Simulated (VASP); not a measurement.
Input of a VASP 6.6.1 run:

Contents of INCAR:

```
ALGO = Normal ; EDIFF = 1E-6
ENCUT = 600 ; GGA_COMPAT = F
ISIF = 2 ; ISMEAR = 0
LASPH = T ; LCHARG = T
LELF = T ; LREAL = F
LVHAR = T ; LWAVE = F
NBANDS = 24 ; NELM = 120
PREC = Accurate ; SIGMA = 0.05
```

Contents of KPOINTS:

```
k-points
0
Gamma
  8 8 8
```

POSCAR

```
CdF2
1.0
    0.0000000000      2.6940000000      2.6940000000
    2.6940000000      0.0000000000      2.6940000000
    2.6940000000      2.6940000000      0.0000000000
Cd F
1 2
Direct
   -0.0321464515     -0.0321464515     -0.0321464515
    0.2500000000      0.2500000000      0.2500000000
    0.7500000000      0.7500000000      0.7500000000
```

Potentials or basis: VASP PAW LDA potentials, release 64 (Cd_sv_GW, F).

Launch:

```sh
$ cat potpaw_LDA.64/Cd_sv_GW/POTCAR potpaw_LDA.64/F/POTCAR > POTCAR
$ mpirun -np 1 vasp_std > vasp.out
```

Problem. Estimate the pressure.

Solution. -0.9 GPa.

Problem. What does it give for the largest force?

Solution. 2.067 eV/Å.

Stress tensor (GPa, compression positive):
```
-0.88  3.61  3.61
 3.61 -0.88  3.61
 3.61  3.61 -0.88
```

Caveat: the cell differs from its parent crystal (all Cd atoms moved -0.300 Å, as atom 1 along Cartesian [1 1 1]); forces of over 1 eV/Å act on the atoms, so gaps and moduli don't describe the material at rest.
